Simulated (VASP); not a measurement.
Here is a VASP 6.6.1 calculation.

The input INCAR:

```
SYSTEM = Os
  PREC = Accurate
  ENCUT = 520
  EDIFF = 1E-6
  ISMEAR = -1
  SIGMA = 0.05
  LREAL = .FALSE.
  LASPH = .TRUE.
  NELM = 80
  ALGO = Normal
  ISIF = 2
  LWAVE = .FALSE.
  LCHARG = .FALSE.
  GGA = PS
  NBANDS = 15
```

File KPOINTS:

```
regular mesh
0
G
  9 9 5
  0 0 0
```

The input POSCAR:

```
Os
1.0
    2.7275382989      0.0000000000      0.0000000000
   -1.3637691494      2.3621174566      0.0000000000
    0.0000000000      0.0000000000      4.3093329908
Os
2
Direct
    0.3333333333      0.6666666667      0.2500000000
    0.6666666667      0.3333333333      0.7500000000
```

Potentials or basis: VASP PAW PBE potentials, release 64 (Os).

Run with:

```console
$ cat potpaw_PBE.64/Os/POTCAR > POTCAR
$ mpirun -np 1 vasp_std > vasp.out
```

(1) Estimate the pressure.

(2) Estimate the band gap on the k mesh.

Answers

(1) 0.5 GPa.

(2) zero (bands 8 and 9 overlap by 3.90 eV).

Caveat: the PAW data sets were made with another functional, which shifts forces and pressure a little; spin-orbit coupling is left out, which moves the levels of the heavy elements.
